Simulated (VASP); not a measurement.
# ZrB2 (P6/mmm) in VASP: further runs

The runs below take ZrB2 through single point, with PBE.

Program: VASP 6.6.1. These are calculated values, not measurements. Logs are shortened: lines on timing, memory, paths and dates and some standing lists are left out, and cuts for length are marked.

**1. The cell of the first run**

Symmetry: P6/mmm, No. 191, hexagonal system. Conventional cell: a = 3.212 Å, b = 3.212 Å, c = 3.579 Å, α = 90.00°, β = 90.00°, γ = 120.00°. Within 3.4 Å of Zr (site symmetry 6/mmm) lie 12 B at 2.58 Å and 6 Zr at 3.21 Å. B (site symmetry -6m2) has 3 B at 1.85 Å and 6 Zr at 2.58 Å within 2.6 Å.

**2. Single point, PBE**

INCAR reads:

```
SYSTEM = ZrB2
ALGO = Normal ; EDIFF = 1E-6
ENCUT = 520 ; GGA = PE
ISIF = 2 ; ISMEAR = -1
LASPH = .True. ; LCHARG = .False.
LREAL = .False. ; LWAVE = .False.
NBANDS = 16 ; NELM = 80
PREC = Accurate ; SIGMA = 0.15
```

KPOINTS reads:

```
k-points
0
Gamma
  10 10 8
  0 0 0
```

POSCAR reads:

```
ZrB2
1.0
    3.2117153101      0.0000000000      0.0000000000
   -1.6058576551      2.7814275245      0.0000000000
    0.0000000000      0.0000000000      3.5794921737
Zr B
1 2
Direct
    0.0000000000      0.0000000000      0.0000000000
    0.3333333333      0.6666666667      0.5000000000
    0.6666666667      0.3333333333      0.5000000000
```

Potentials or basis: VASP PAW PBE potentials, release 64 (Zr_sv, B).

Command:

```bash
$ cat potpaw_PBE.64/Zr_sv/POTCAR potpaw_PBE.64/B/POTCAR > POTCAR
$ mpirun -np 1 vasp_std > vasp.out
```

OUTCAR:

```text
SYSTEM = ZrB2
   EDIFF = 1E-6
   ENCUT = 520
   GGA = PE
   ISIF = 2
   ISMEAR = -1
   LASPH = .True.
   LREAL = .False.
   NELM = 80
   PREC = Accurate

 ion  position               nearest neighbor table
   1  0.000  0.000  0.000-   2 2.58   3 2.58   2 2.58   3 2.58   3 2.58   3 2.58   2 2.58   2 2.58
                             3 2.58   3 2.58   2 2.58   2 2.58
   2  0.333  0.667  0.500-   3 1.85   3 1.85   3 1.85   1 2.58   1 2.58   1 2.58   1 2.58   1 2.58
                             1 2.58
   3  0.667  0.333  0.500-   2 1.85   2 1.85   2 1.85   1 2.58   1 2.58   1 2.58   1 2.58   1 2.58
                             1 2.58

  LATTYP: Found a hexagonal cell.
 ALAT       =     3.2117153101
 C/A-ratio  =     1.1145110410

  Lattice vectors:

 A1 = (   3.2117153101,   0.0000000000,   0.0000000000)
 A2 = (  -1.6058576551,   2.7814275245,   0.0000000000)
 A3 = (   0.0000000000,   0.0000000000,   3.5794921737)

Analysis of symmetry for initial positions (statically):
=====================================================================
 Subroutine PRICEL returns:
 Original cell was already a primitive cell.

 Routine SETGRP: Setting up the symmetry group for a
 hexagonal supercell.

 Subroutine GETGRP returns: Found 24 space group operations
 (whereof 24 operations were pure point group operations)
 out of a pool of 24 trial point group operations.

The static configuration has the point symmetry D_6h.

Analysis of symmetry for dynamics (positions and initial velocities):
=====================================================================
 Subroutine PRICEL returns:
 Original cell was already a primitive cell.

 Routine SETGRP: Setting up the symmetry group for a
 hexagonal supercell.

 Subroutine GETGRP returns: Found 24 space group operations
 (whereof 24 operations were pure point group operations)
 out of a pool of 24 trial point group operations.

The dynamic configuration has the point symmetry D_6h.

 Subroutine INISYM returns: Found 24 space group operations
 (whereof 24 operations are pure point group operations),
 and found     1 'primitive' translations

----------------------------------------------------------------------------------------

                                     Primitive cell

  volume of cell :      31.9762

  direct lattice vectors                    reciprocal lattice vectors
     3.211715310  0.000000000  0.000000000     0.311360100  0.179763807  0.000000000
[... 82 lines left out ...]
   ISPIN  =      1    spin polarized calculation?
   LNONCOLLINEAR =      F non collinear calculations
   LSORBIT =      F    spin-orbit coupling
   LASPH  =      T    aspherical Exc in radial PAW
   ENCUT  =  520.0 eV  38.22 Ry    6.18 a.u.   5.97  5.97  6.66*2*pi/ulx,y,z
   NELM   =     80;   NELMIN=  2; NELMDL= -5     # of ELM steps
   EDIFF  = 0.1E-05   stopping-criterion for ELM
   LREAL  =      F    real-space projection
   EDIFFG = 0.1E-04   stopping-criterion for IOM
   NSW    =      0    number of steps for IOM
   IBRION =     -1    ionic relax: 0-MD 1-quasi-New 2-CG
   NFREE  =      0    steps in history (QN), initial steepest desc. (CG)
   ISIF   =      2    stress and relaxation
   ISYM   =      2    0-nonsym 1-usesym 2-fastsym
   POTIM  = 0.5000    time-step for ionic-motion
   TEBEG  =    0.0;   TEEND  =   0.0 temperature during run
   PSTRESS=    0.0 pullay stress
   NELECT =      18.0000    total number of electrons
   NUPDOWN=      -1.0000    fix difference up-down
   EMIN   =  10.00;   EMAX   =-10.00  energy-range for DOS
   EFERMI =   0.00;   METHOD = LEGACY
   ISMEAR =    -1;   SIGMA  =   0.15  broadening in eV -4-tet -1-fermi 0-gaus
   EFERMI_NEDOS =   21; number of points for ismear=-14 and -15
   IALGO  =     38    algorithm
   IMIX   =      4    mixing-type and parameters
     AMIX     =   0.40;   BMIX     =  1.00
     AMIX_MAG =   1.60;   BMIX_MAG =  1.00
  volume/ion in A,a.u.               =      10.66        71.93
  Fermi-wavevector in a.u.,A,eV,Ry     =   1.351731  2.554401 24.860247  1.827177
  Thomas-Fermi vector in A             =   2.479128
   LORBIT       =      0    0 simple, 1 ext, 2 COOP (PROOUT), +10 PAW based schemes
   GGA     = PE    functional components
   LHFCALC =     F    Hartree Fock is set to
   AEXX    =    0.0000 exact exchange contribution
   IVDW    =     0    specifies the selected vdW correction
   LEPSILON=     F    determine dielectric tensor
   LRPA    =     F    only Hartree local field effects (RPA)
 non-spin polarized calculation
  energy-cutoff  :      520.00
  volume of cell :       31.98
 maximum number of plane-waves:       884
 NGX is ok and might be reduce to    24
   NGX = 11   NGY = 11   NGZ = 13

 number of electron      18.0000000 magnetization

 Free energy of the ion-electron system (eV)
  ---------------------------------------------------
  ext. energy  EPLUGINS =         0.00000000
  ---------------------------------------------------
  free energy    TOTEN  =       -24.96013580 eV

  energy without entropy =      -24.93531062  energy(sigma->0) =      -24.94772321

 E-fermi :  10.0422     XC(G=0): -12.2603

 val. band max:        9.9800976066   @ k =   0.2000   0.2000   0.1250
 cond. band min:      10.1698908950   @ k =   0.0000   0.0000   0.2500
 fundamental gap:      0.1897932884
 Fermi energy:        10.0421919349

 k-point     1 :       0.0000    0.0000    0.0000
  band No.  band energies     occupation
      1     -38.6657      2.00000
      2     -16.8276      2.00000
      3     -16.3323      2.00000
      4     -16.3323      2.00000
      5      -2.4457      2.00000
      6       7.5433      2.00000
[... 433 lines left out ...]
      3     -16.7158      2.00000
      4     -16.5613      2.00000
      5       0.9379      2.00000
      6       2.1978      2.00000
[... 8 lines left out ...]
     15      17.9405      0.00000
     16      19.7617      0.00000

 [... further k-points ...]
[... 5 lines left out ...]
  --------------------------------------------------------------------------------------
  -------------------------------------------------------------------------------------
  Total       -1.6680494     -1.6680500     -1.3526120      0.0000000     -0.0000000     -0.0000000
  in kB      -83.5782526    -83.5782812    -67.7731422      0.0000000     -0.0000000     -0.0000000
  external PRESSURE =     -78.3098920 kB  Pullay stress =       0.0000000 kB

 VOLUME and BASIS-vectors are now :
 -----------------------------------------------------------------------------
  energy-cutoff  :      520.00
  volume of cell :       31.98
      direct lattice vectors                 reciprocal lattice vectors
     3.211715310  0.000000000  0.000000000     0.311360100  0.179763807  0.000000000
    -1.605857655  2.781427525  0.000000000     0.000000000  0.359527613  0.000000000
     0.000000000  0.000000000  3.579492174     0.000000000  0.000000000  0.279369238

 POSITION                                       TOTAL-FORCE (eV/Angst)
 -----------------------------------------------------------------------------------
      0.00000      0.00000      0.00000        -0.000000      0.000000      0.000000
     -0.00000      1.85429      1.78975         0.000000      0.000000      0.000000
      1.60586      0.92714      1.78975        -0.000000     -0.000000      0.000000
 -----------------------------------------------------------------------------------
    total drift:                               -0.000000      0.000000      0.000000

  FREE ENERGIE OF THE ION-ELECTRON SYSTEM (eV)
  ---------------------------------------------------
  free  energy   TOTEN  =       -24.9601358019 eV

  energy  without entropy=      -24.9353106245  energy(sigma->0) =      -24.94772321
```

stdout:

```text
POSCAR found type information on POSCAR ZrB
 POSCAR found :  2 types and       3 ions
 scaLAPACK will be used
 LDA part: xc-table for (Slater+PW92), standard interpolation
 POSCAR, INCAR and KPOINTS ok, starting setup
 FFT: planning ... GRIDC
 FFT: planning ... GRID_SOFT
 FFT: planning ... GRID
 WAVECAR not read
 entering main loop
```

Run time: 9.9 s. Hardware: 1 thread of Intel Xeon 6975P-C (Granite Rapids), shared host; peak memory 0.16 GiB.

What came out:

```
Free energy            : -24.9601 eV
Pressure               : -7.8 GPa
Band gap on the k mesh : zero (bands 9 and 10 overlap by 0.77 eV)
```

Levels at points of the mesh, in eV from the Fermi level:
| k point | band 6 | band 7 | band 8 | band 9 | band 10 | band 11 | band 12 | band 13 |
| --- | --- | --- | --- | --- | --- | --- | --- | --- |
| (0.00, 0.00, 0.00) | -2.50 | -2.50 | -2.44 | -2.31 | 3.28 | 3.28 | 4.04 | 4.04 |
| (0.50, 0.00, 0.00) | -8.43 | -3.71 | -2.96 | -2.52 | 2.21 | 2.25 | 4.73 | 4.78 |
| (0.00, 0.00, 0.50) | -6.80 | -0.90 | -0.90 | 0.37 | 0.37 | 0.80 | 0.80 | 1.79 |
| (0.50, 0.00, 0.50) | -6.89 | -4.42 | -3.95 | -2.03 | 3.59 | 3.93 | 5.07 | 5.94 |

Caveat: the cell stands under tension.

**3. Single point, PBE**

This run uses another cell than the first one, of 10.97 Å³/atom.

INCAR reads:

```
PREC = Accurate
ENCUT = 520
EDIFF = 1E-7
ISMEAR = -1
SIGMA = 0.15
LREAL = False
LASPH = True
NELM = 60
ALGO = Normal
ISIF = 2
LWAVE = False
LCHARG = False
GGA = PE
NBANDS = 16
```

KPOINTS reads:

```
Automatic mesh
0
Gamma
  10 10 8
```

POSCAR reads:

```
ZrB2
1.0
    3.2423049160      0.0000000000      0.0000000000
   -1.6211524580      2.8079189048      0.0000000000
    0.0000000000      0.0000000000      3.6135846272
Zr B
1 2
Direct
    0.0000000000      0.0000000000      0.0000000000
    0.3333333333      0.6666666667      0.5000000000
    0.6666666667      0.3333333333      0.5000000000
```

Potentials or basis: VASP PAW PBE potentials, release 64 (Zr_sv, B).

Command:

```bash
$ cat potpaw_PBE.64/Zr_sv/POTCAR potpaw_PBE.64/B/POTCAR > POTCAR
$ mpirun -np 1 vasp_std > vasp.out
```

Run time: 11 s. Hardware: 1 thread of Intel Xeon 6975P-C (Granite Rapids), shared host; peak memory 0.16 GiB.

Results (log left out):

| Property | Result |
| --- | --- |
| Free energy | -24.8992 eV |
| Pressure | -13.4 GPa |
| Band gap on the k mesh | zero (bands 9 and 10 overlap by 0.74 eV) |

Stress tensor (GPa, compression positive):
```
-14.13   0.00   0.00
  0.00 -14.13   0.00
  0.00   0.00 -11.97
```

Levels at points of the mesh, in eV from the Fermi level:
```csv
k point,band 6,band 7,band 8,band 9,band 10,band 11,band 12,band 13
"(0.00, 0.00, 0.00)",-2.45,-2.45,-2.39,-2.32,3.15,3.15,3.89,3.89
"(0.50, 0.00, 0.00)",-8.41,-3.61,-2.92,-2.45,2.16,2.17,4.55,4.58
"(0.00, 0.00, 0.50)",-6.72,-0.89,-0.89,0.35,0.35,0.77,0.77,1.72
"(0.50, 0.00, 0.50)",-6.86,-4.33,-3.86,-2.08,3.45,3.78,4.87,5.69
```

Caveat: the cell stands under tension.
